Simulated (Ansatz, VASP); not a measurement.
Al: VASP beside Ansatz

```xyz
1
Lattice="0.0000 2.0075 2.0075 2.0075 0.0000 2.0075 2.0075 2.0075 0.0000" Properties=species:S:1:pos:R:3 pbc="T T T"
Al    0.0000    0.0000    0.0000
```

Alike in both runs: task single point; functional PBEsol; k mesh 18 × 18 × 18; occupations gaussian, width 0.05 eV; no spin polarisation.

|  | VASP | Ansatz |
| --- | --- | --- |
| version | VASP 6.6.1 | Ansatz 0.2.0 |
| potentials or method | VASP PAW PBE potentials, release 64 (Al), cutoff 500 eV | scalar-relativistic, plane waves, PAW |
| valence electrons in the cell | 3 | 3 |

```tsv
	VASP	Ansatz	Ansatz less VASP
pressure (GPa)	0.0	0.0	-0.05
```

VASP's potentials were made for PBE, not for PBEsol.
